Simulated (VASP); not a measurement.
Input of a VASP 6.6.1 run:

INCAR

```
PREC     = Accurate       # precision mode
ENCUT    = 520            # plane-wave cutoff, eV
EDIFF    = 1E-7           # SCF threshold, eV
ISMEAR   = -1             # smearing method
SIGMA    = 0.05           # smearing width, eV
LREAL    = F              # projectors in reciprocal space
LASPH    = T              # aspherical terms in the spheres
NELM     = 60             # most SCF steps
ALGO     = Normal         # electronic algorithm
ISIF     = 2              # what is computed and relaxed
LWAVE    = F              # write WAVECAR
LCHARG   = F              # write CHGCAR
GGA      = PE             # functional
IVDW     = 12             # dispersion correction
NBANDS   = 14             # bands
```

The input KPOINTS:

```
regular mesh
0
Gamma
  8 8 8
```

POSCAR

```
NaCl
1.0
    0.0000000000      2.7910259816      2.7910259816
    2.7910259816      0.0000000000      2.7910259816
    2.7910259816      2.7910259816      0.0000000000
Cl Na
1 1
Direct
    0.5000000000      0.5000000000      0.5000000000
    0.0000000000      0.0000000000      0.0000000000
```

Potentials or basis: VASP PAW PBE potentials, release 64 (Cl, Na_pv).

Command:

```console
$ cat potpaw_PBE.64/Cl/POTCAR potpaw_PBE.64/Na_pv/POTCAR > POTCAR
$ mpirun -np 1 vasp_std > vasp.out
```

Question: What does it give for the band gap on the k mesh?

Answer: 5.23 eV.

Question: What does it give for the pressure?

Answer: -0.1 GPa.

Question: Predict the dispersion energy per atom.

Answer: -0.222 eV.
